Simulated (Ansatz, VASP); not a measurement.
**One calculation of Si7Ge, two programs**

Contents of INCAR:

```
  PREC = Accurate
  ENCUT = 520
  EDIFF = 1E-6
  ISMEAR = 0
  SIGMA = 0.01
  LREAL = False
  LASPH = True
  NELM = 60
  ALGO = Normal
  ISIF = 2
  LWAVE = False
  LCHARG = False
  GGA = PS
  NBANDS = 31
```

Contents of KPOINTS:

```
Automatic mesh
0
Gamma
  8 8 8
```

POSCAR

```
Si7Ge
1.0
    5.5683603496      0.0000000000      0.0000000000
    0.0000000000      5.5683603496      0.0000000000
    0.0000000000      0.0000000000      5.3716490706
Si Ge
7 1
Direct
    0.2525590520      0.2525590520      0.2527071925
    0.0000000000      0.5000000000      0.5000000000
    0.5000000000      0.5000000000      0.0000000000
    0.5000000000      0.0000000000      0.5000000000
    0.7474409480      0.2525590520      0.7472928075
    0.7474409480      0.7474409480      0.2527071925
    0.2525590520      0.7474409480      0.7472928075
    0.0000000000      0.0000000000      0.0000000000
```

Input for Ansatz:

```yaml
crystal:
  lattice:
    - [5.5683603496, 0.0, 0.0]
    - [0.0, 5.5683603496, 0.0]
    - [0.0, 0.0, 5.3716490706]
  atoms:
    - { symbol: Si, position: [0.252559052, 0.252559052, 0.2527071925] }
    - { symbol: Si, position: [0.0, 0.5, 0.5] }
    - { symbol: Si, position: [0.5, 0.5, 0.0] }
    - { symbol: Si, position: [0.5, 0.0, 0.5] }
    - { symbol: Si, position: [0.747440948, 0.252559052, 0.7472928075] }
    - { symbol: Si, position: [0.747440948, 0.747440948, 0.2527071925] }
    - { symbol: Si, position: [0.252559052, 0.747440948, 0.7472928075] }
    - { symbol: Ge, position: [0.0, 0.0, 0.0] }
basis:
  ecutwfc: 420
kpoints:
  mp_grid: { grid: [8, 8, 8] }
  band_path: { path: [VBM, CBM], npoints: 2 }
hamiltonian:
  xc: pbesol
scf:
  occupations: { method: gaussian, width: 0.01 }
output:
  forces: true
  stress: true
  eigenvalues: true
checkpoint:
  read: start.run
  write: ck
  compress: false
  write_wavefunctions: false
  write_every: 100000
```

Alike in both runs: task single point; functional PBEsol; k mesh 8 × 8 × 8; occupations gaussian, width 0.01 eV; no spin polarisation.

|  | VASP | Ansatz |
| --- | --- | --- |
| version | VASP 6.6.1 | Ansatz 0.2.0 |
| potentials or method | VASP PAW PBE potentials, release 64 (Si, Ge_d), cutoff 520 eV | scalar-relativistic, plane waves, PAW |
| valence electrons in the cell | 42 | 42 |

|  | VASP | Ansatz | Ansatz less VASP |
| --- | --- | --- | --- |
| gap on the k mesh at the Fermi level (eV) | 0.12 | 0.13 | +0.003 |
| least direct gap on the mesh (eV) | 0.13 | 0.13 | +0.004 |
| pressure (GPa) | -2.0 | -2.1 | -0.06 |
| traceless stress, the component that is largest in VASP (GPa) | 2.06 | 2.06 | -0.001 |

VASP's potentials were made for PBE, not for PBEsol. With one functional, cell and mesh, what is left measures potentials, basis and numerics.
